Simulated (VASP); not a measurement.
# Cu (Fm-3m) in VASP: notebook

Aim: see how the results for Cu move with the level of theory and the settings. Levels: RPBE+D3(BJ), revPBE+D4, PBE exchange alone, LDA. Tasks: single point.

All numbers are computed with VASP 6.6.1; they aren't measurements. Logs are shortened: lines on timing, memory, paths and dates and some standing lists are left out, and cuts for length are marked.

**1. The cell of the first run**

Symmetry: Fm-3m, No. 225, cubic system. The conventional cell has a = 3.390 Å, b = 3.390 Å, c = 3.390 Å, α = 90.00°, β = 90.00°, γ = 90.00°. Within 3.2 Å of Cu (site symmetry m-3m) lie 12 Cu at 2.40 Å.

**2. Single point, RPBE+D3(BJ)**

Input file INCAR:

```
SYSTEM = Cu
ALGO = Normal
EDIFF = 1E-6
ENCUT = 600
GGA = RP
GGA_COMPAT = .False.
ISIF = 2
ISMEAR = -1
IVDW = 12
LASPH = .True.
LCHARG = .False.
LREAL = .False.
LWAVE = .False.
NBANDS = 12
NELM = 120
PREC = Accurate
SIGMA = 0.05
```

Input file KPOINTS:

```
k-points
0
Gamma
  13 13 13
  0 0 0
```

Input file POSCAR:

```
Cu
1.0
    0.0000000000      1.6949450858      1.6949450858
    1.6949450858      0.0000000000      1.6949450858
    1.6949450858      1.6949450858      0.0000000000
Cu
1
Direct
    0.0000000000      0.0000000000      0.0000000000
```

Potentials or basis: VASP PAW PBE potentials, release 64 (Cu).

Started as:

```bash
cat potpaw_PBE.64/Cu/POTCAR > POTCAR
mpirun -np 1 vasp_std > vasp.out
```

OUTCAR:

```text
SYSTEM = Cu
   EDIFF = 1E-6
   ENCUT = 600
   GGA = RP
   ISIF = 2
   ISMEAR = -1
   IVDW = 12
   LASPH = .True.
   LREAL = .False.
   NELM = 120
   PREC = Accurate
 IVDW          = 12

 ion  position               nearest neighbor table
   1  0.000  0.000  0.000-

  LATTYP: Found a face centered cubic cell.
 ALAT       =     3.3898901716

  Lattice vectors:

 A1 = (   0.0000000000,   1.6949450858,   1.6949450858)
 A2 = (   1.6949450858,   0.0000000000,   1.6949450858)
 A3 = (   1.6949450858,   1.6949450858,   0.0000000000)

Analysis of symmetry for initial positions (statically):
=====================================================================
 Subroutine PRICEL returns:
 Original cell was already a primitive cell.

 Routine SETGRP: Setting up the symmetry group for a
 face centered cubic supercell.

 Subroutine GETGRP returns: Found 48 space group operations
 (whereof 48 operations were pure point group operations)
 out of a pool of 48 trial point group operations.

The static configuration has the point symmetry O_h .

Analysis of symmetry for dynamics (positions and initial velocities):
=====================================================================
 Subroutine PRICEL returns:
 Original cell was already a primitive cell.

 Routine SETGRP: Setting up the symmetry group for a
 face centered cubic supercell.

 Subroutine GETGRP returns: Found 48 space group operations
 (whereof 48 operations were pure point group operations)
 out of a pool of 48 trial point group operations.

The dynamic configuration has the point symmetry O_h .

 Subroutine INISYM returns: Found 48 space group operations
 (whereof 48 operations are pure point group operations),
 and found     1 'primitive' translations

----------------------------------------------------------------------------------------

                                     Primitive cell

  volume of cell :       9.7386

  direct lattice vectors                    reciprocal lattice vectors
     0.000000000  1.694945086  1.694945086    -0.294994808  0.294994808  0.294994808
     1.694945086  0.000000000  1.694945086     0.294994808 -0.294994808  0.294994808
     1.694945086  1.694945086  0.000000000     0.294994808  0.294994808 -0.294994808

  length of vectors
     2.397014328  2.397014328  2.397014328     0.510945995  0.510945995  0.510945995

  position of ions in fractional coordinates (direct lattice)
     0.000000000  0.000000000  0.000000000

  ion indices of the primitive-cell ions
   primitive index   ion index
                 1           1

----------------------------------------------------------------------------------------

 KPOINTS: k-points

Automatic generation of k-mesh.
 Grid dimensions read from file:
 generate k-points for:   13   13   13

 Generating k-lattice:

  Cartesian coordinates                     Fractional coordinates (reciprocal lattice)
    -0.022691908  0.022691908  0.022691908     0.076923077  0.000000000  0.000000000
     0.022691908 -0.022691908  0.022691908     0.000000000  0.076923077  0.000000000
     0.022691908  0.022691908 -0.022691908     0.000000000  0.000000000  0.076923077

  Length of vectors
     0.039303538  0.039303538  0.039303538

  Shift w.r.t. Gamma in fractional coordinates (k-lattice)
     0.000000000  0.000000000  0.000000000

 Subroutine IBZKPT returns following result:
 ===========================================

 Found     84 irreducible k-points:

 Following reciprocal coordinates:
            Coordinates               Weight
  0.000000  0.000000  0.000000      1.000000
  0.076923  0.000000  0.000000      8.000000
  0.153846  0.000000  0.000000      8.000000
  0.230769  0.000000  0.000000      8.000000
  0.307692  0.000000  0.000000      8.000000
  0.384615  0.000000  0.000000      8.000000
[... 16 lines left out ...]
  0.384615  0.153846  0.000000     24.000000
  0.461538  0.153846  0.000000     24.000000
 [... further k-points ...]
   k-points           NKPTS =     84   k-points in BZ     NKDIM =     84   number of bands    NBANDS=     12
   number of dos      NEDOS =    301   number of ions     NIONS =      1
   total plane-waves  NPLWV =   8000
   dimension x,y,z NGX =    20 NGY =   20 NGZ =   20
   dimension x,y,z NGXF=    40 NGYF=   40 NGZF=   40
   ions per type =               1
   NGX,Y,Z   is equivalent  to a cutoff of  13.87, 13.87, 13.87 a.u.
   NGXF,Y,Z  is equivalent  to a cutoff of  27.74, 27.74, 27.74 a.u.
 SYSTEM =  Cu
   PREC   = accura    normal or accurate (medium, high low for compatibility)
   ISTART =      0    job   : 0-new  1-cont  2-samecut
   ICHARG =      2    charge: 1-file 2-atom 10-const
   ISPIN  =      1    spin polarized calculation?
   LNONCOLLINEAR =      F non collinear calculations
   LSORBIT =      F    spin-orbit coupling
   LASPH  =      T    aspherical Exc in radial PAW
   ENCUT  =  600.0 eV  44.10 Ry    6.64 a.u.   4.79  4.79  4.79*2*pi/ulx,y,z
   NELM   =    120;   NELMIN=  2; NELMDL= -5     # of ELM steps
   EDIFF  = 0.1E-05   stopping-criterion for ELM
   LREAL  =      F    real-space projection
   EDIFFG = 0.1E-04   stopping-criterion for IOM
   NSW    =      0    number of steps for IOM
   IBRION =     -1    ionic relax: 0-MD 1-quasi-New 2-CG
   NFREE  =      0    steps in history (QN), initial steepest desc. (CG)
   ISIF   =      2    stress and relaxation
   ISYM   =      2    0-nonsym 1-usesym 2-fastsym
   POTIM  = 0.5000    time-step for ionic-motion
   TEBEG  =    0.0;   TEEND  =   0.0 temperature during run
   PSTRESS=    0.0 pullay stress
   NELECT =      11.0000    total number of electrons
   NUPDOWN=      -1.0000    fix difference up-down
   EMIN   =  10.00;   EMAX   =-10.00  energy-range for DOS
   EFERMI =   0.00;   METHOD = LEGACY
   ISMEAR =    -1;   SIGMA  =   0.05  broadening in eV -4-tet -1-fermi 0-gaus
   EFERMI_NEDOS =   21; number of points for ismear=-14 and -15
   IALGO  =     38    algorithm
   IMIX   =      4    mixing-type and parameters
     AMIX     =   0.40;   BMIX     =  1.00
     AMIX_MAG =   1.60;   BMIX_MAG =  1.00
  volume/ion in A,a.u.               =       9.74        65.72
  Fermi-wavevector in a.u.,A,eV,Ry     =   1.704931  3.221852 39.549267  2.906789
  Thomas-Fermi vector in A             =   2.784244
   LORBIT       =      0    0 simple, 1 ext, 2 COOP (PROOUT), +10 PAW based schemes
   GGA     = RP    functional components
   LHFCALC =     F    Hartree Fock is set to
   AEXX    =    0.0000 exact exchange contribution
   IVDW    =    12    specifies the selected vdW correction
   LEPSILON=     F    determine dielectric tensor
   LRPA    =     F    only Hartree local field effects (RPA)
 non-spin polarized calculation
  energy-cutoff  :      600.00
  volume of cell :        9.74
 maximum number of plane-waves:       334
   NGX =  9   NGY =  9   NGZ =  9

 number of electron      11.0000011 magnetization

 Free energy of the ion-electron system (eV)
  ---------------------------------------------------
  ext. energy  EPLUGINS =         0.00000000
  ---------------------------------------------------
  free energy    TOTEN  =        -2.89060452 eV

  energy without entropy =       -2.88777924  energy(sigma->0) =       -2.88919188

 E-fermi :  10.6123     XC(G=0): -13.7560

 val. band max:       10.4598697874   @ k =   0.4615   0.2308   0.0000
 cond. band min:      10.6652177335   @ k =   0.4615   0.3077   0.0000
 fundamental gap:      0.2053479461
 Fermi energy:        10.6123493324

 k-point     1 :       0.0000    0.0000    0.0000
  band No.  band energies     occupation
      1      -0.5288      2.00000
      2       6.6918      2.00000
      3       6.6918      2.00000
      4       6.6918      2.00000
      5       7.7964      2.00000
      6       7.7964      2.00000
      7      34.4429      0.00000
      8      38.7204      0.00000
      9      38.7204      0.00000
     10      38.7204      0.00000
     11      41.5501      0.00000
     12      41.5501      0.00000

 k-point     2 :       0.0769    0.0000    0.0000
  band No.  band energies     occupation
      1      -0.2813      2.00000
      2       6.6288      2.00000
      3       6.7446      2.00000
      4       6.7446      2.00000
      5       7.7747      2.00000
      6       7.7747      2.00000
      7      33.4826      0.00000
      8      36.3442      0.00000
      9      38.1311      0.00000
     10      38.1311      0.00000
     11      42.4100      0.00000
     12      42.4100      0.00000

 k-point     3 :       0.1538    0.0000    0.0000
  band No.  band energies     occupation
      1       0.4405      2.00000
      2       6.4747      2.00000
      3       6.8584      2.00000
      4       6.8584      2.00000
      5       7.7526      2.00000
      6       7.7526      2.00000
      7      29.8046      0.00000
      8      35.3732      0.00000
      9      37.2229      0.00000
     10      37.2229      0.00000
     11      43.0554      0.00000
     12      43.6077      0.00000
[... 286 lines left out ...]
 k-point    23 :       0.3846    0.1538    0.0000
  band No.  band energies     occupation
      1       3.8159      2.00000
      2       5.9640      2.00000
      3       6.6122      2.00000
      4       7.1527      2.00000
      5       8.4549      2.00000
      6       8.7860      2.00000
      7      20.9787      0.00000
      8      30.5143      0.00000
      9      30.8752      0.00000
     10      33.8141      0.00000
     11      43.8665      0.00000
     12      44.5427      0.00000

 k-point    24 :       0.4615    0.1538    0.0000
  band No.  band energies     occupation
      1       4.4400      2.00000
      2       6.1587      2.00000
      3       6.6800      2.00000
      4       7.0500      2.00000
      5       8.5796      2.00000
      6      10.0383      1.99998
      7      17.6073      0.00000
      8      29.1956      0.00000
      9      31.0911      0.00000
     10      33.3689      0.00000
     11      43.8862      0.00000
     12      44.1279      0.00000

 [... further k-points ...]

------------------------ aborting loop because EDIFF is reached ----------------------------------------

 Edisp (eV)   -3.47467

 E8    (eV) :    -2.2103

  FORCE on cell =-STRESS in cart. coord.  units (eV):
  Direction    XX          YY          ZZ          XY          YZ          ZX
  --------------------------------------------------------------------------------------
  -------------------------------------------------------------------------------------
  Total       0.04874     0.04874     0.04874     0.00000    -0.00000     0.00000
  in kB       8.01869     8.01869     8.01869     0.00000    -0.00000     0.00000
  external pressure =        8.02 kB  Pullay stress =        0.00 kB

 VOLUME and BASIS-vectors are now :
 -----------------------------------------------------------------------------
  energy-cutoff  :      600.00
  volume of cell :        9.74
      direct lattice vectors                 reciprocal lattice vectors
     0.000000000  1.694945086  1.694945086    -0.294994808  0.294994808  0.294994808
     1.694945086  0.000000000  1.694945086     0.294994808 -0.294994808  0.294994808
     1.694945086  1.694945086  0.000000000     0.294994808  0.294994808 -0.294994808

 POSITION                                       TOTAL-FORCE (eV/Angst)
 -----------------------------------------------------------------------------------
      0.00000      0.00000      0.00000         0.000000      0.000000      0.000000
 -----------------------------------------------------------------------------------
    total drift:                                0.000000      0.000000      0.000000

  FREE ENERGIE OF THE ION-ELECTRON SYSTEM (eV)
  ---------------------------------------------------
  free  energy   TOTEN  =        -6.3652793281 eV

  energy  without entropy=       -6.3624540444  energy(sigma->0) =       -6.36386669
```

It took 19 s on 1 thread of Intel Xeon Platinum 8259CL at 2.50GHz (Skylake/Cascade Lake), shared host; peak memory 0.13 GiB.

Results:

```yaml
Free_energy: -6.3653 eV
Pressure: 0.8 GPa
Band_gap_on_the_k_mesh: zero (an odd number of electrons rules out a gap without spin polarisation)
Dispersion_energy_per_atom: -3.475 eV
```

Caveat: the PAW data sets were made with another functional, which shifts forces and pressure a little.

**3. Single point, revPBE+D4**

This run uses another cell than the first one, of 11.22 Å³/atom.

Input file INCAR:

```
SYSTEM = Cu
  PREC = Accurate
  ENCUT = 600
  EDIFF = 1E-6
  ISMEAR = -1
  SIGMA = 0.05
  LREAL = .FALSE.
  LASPH = .TRUE.
  NELM = 120
  ALGO = Normal
  ISIF = 2
  LWAVE = .FALSE.
  LCHARG = .TRUE.
  GGA = RE
  IVDW = 13
  LELF = .TRUE.
  LVHAR = .TRUE.
  NBANDS = 12
  GGA_COMPAT = .FALSE.
```

Input file KPOINTS:

```
Automatic mesh
0
G
  13 13 13
  0 0 0
```

Input file POSCAR:

```
Cu
1.0
    0.0000000000      1.7770341520      1.7770341520
    1.7770341520      0.0000000000      1.7770341520
    1.7770341520      1.7770341520      0.0000000000
Cu
1
Direct
    0.0000000000      0.0000000000      0.0000000000
```

Potentials or basis: VASP PAW PBE potentials, release 64 (Cu).

Started as:

```bash
cat potpaw_PBE.64/Cu/POTCAR > POTCAR
mpirun -np 1 vasp_std > vasp.out
```

Wall time 18 s (1 thread of Intel Xeon Platinum 8259CL at 2.50GHz (Skylake/Cascade Lake), shared host); peak memory 0.13 GiB.

It converged, with:

- Free energy: -4.3370 eV
- Pressure: 0.7 GPa
- Band gap on the k mesh: zero (an odd number of electrons rules out a gap without spin polarisation)
- Dispersion energy per atom: -1.030 eV

Levels at points of the mesh, in eV from the Fermi level:
```csv
k point,band 2,band 3,band 4,band 5,band 6,band 7,band 8,band 9,band 10,band 11
"(0.00, 0.00, 0.00)",-3.38,-3.38,-3.38,-2.49,-2.49,22.77,25.88,25.88,25.88,28.40
```

Caveat: the PAW data sets were made with another functional, which shifts forces and pressure a little.

**4. Single point, PBE exchange alone**

This run uses another cell than the first one, of 11.10 Å³/atom.

Input file INCAR:

```
SYSTEM = Cu
PREC = Accurate
ENCUT = 600
EDIFF = 1E-6
ISMEAR = -1
SIGMA = 0.05
LREAL = .FALSE.
LASPH = .TRUE.
NELM = 120
ALGO = Normal
ISIF = 2
LWAVE = .FALSE.
LCHARG = .FALSE.
GGA = PE
ALDAC = 0.0
AGGAC = 0.0
NBANDS = 12
GGA_COMPAT = .FALSE.
```

KPOINTS is that of step 3.

Input file POSCAR:

```
Cu
1.0
    0.0000000000      1.7706018915      1.7706018915
    1.7706018915      0.0000000000      1.7706018915
    1.7706018915      1.7706018915      0.0000000000
Cu
1
Direct
    0.0000000000      0.0000000000      0.0000000000
```

Started as:

```bash
cat potpaw_PBE.64/Cu/POTCAR > POTCAR
mpirun -np 1 vasp_std > vasp.out
```

Wall time 12 s (1 thread of Intel Xeon Platinum 8259CL at 2.50GHz (Skylake/Cascade Lake), shared host); peak memory 0.13 GiB.

The run converged. Its results:

- Free energy: -1.9727 eV
- Pressure: 36.8 GPa
- Band gap on the k mesh: zero (an odd number of electrons rules out a gap without spin polarisation)

Levels at points of the mesh, in eV from the Fermi level:
| k point | band 4 | band 5 | band 6 | band 7 | band 8 | band 9 |
| --- | --- | --- | --- | --- | --- | --- |
| (0.00, 0.00, 0.00) | -3.49 | -2.59 | -2.59 | 23.10 | 25.95 | 25.95 |

Caveat: the cell stands under pressure.

**5. Single point, PBE exchange alone**

This run uses another cell than the first one, of 11.34 Å³/atom.

Input file INCAR:

```
PREC = Accurate
ENCUT = 600
EDIFF = 1E-6
ISMEAR = -1
SIGMA = 0.05
LREAL = False
LASPH = True
NELM = 120
ALGO = Normal
ISIF = 2
LWAVE = False
LCHARG = False
GGA = PE
ALDAC = 0.0
AGGAC = 0.0
NBANDS = 12
GGA_COMPAT = False
```

Input file KPOINTS:

```
regular mesh
0
Gamma
  13 13 13
```

Input file POSCAR:

```
Cu
1.0
    0.0000000000      1.7830713297      1.7830713297
    1.7830713297      0.0000000000      1.7830713297
    1.7830713297      1.7830713297      0.0000000000
Cu
1
Direct
    0.0000000000      0.0000000000      0.0000000000
```

Started as:

```bash
cat potpaw_PBE.64/Cu/POTCAR > POTCAR
mpirun -np 1 vasp_std > vasp.out
```

Wall time 13 s (1 thread of Intel Xeon Platinum 8259CL at 2.50GHz (Skylake/Cascade Lake), shared host); peak memory 0.13 GiB.

The run converged. Its results:

| Property | Result |
| --- | --- |
| Free energy | -2.0233 eV |
| Pressure | 31.9 GPa |
| Band gap on the k mesh | zero (an odd number of electrons rules out a gap without spin polarisation) |

Levels at points of the mesh, in eV from the Fermi level:
| k point | band 2 | band 3 | band 4 | band 5 | band 6 | band 7 | band 8 | band 9 | band 10 | band 11 |
| --- | --- | --- | --- | --- | --- | --- | --- | --- | --- | --- |
| (0.00, 0.00, 0.00) | -3.42 | -3.42 | -3.42 | -2.55 | -2.55 | 22.94 | 25.62 | 25.62 | 25.62 | 28.30 |

Caveat: the cell stands under pressure.

[end of part 1 of 2]
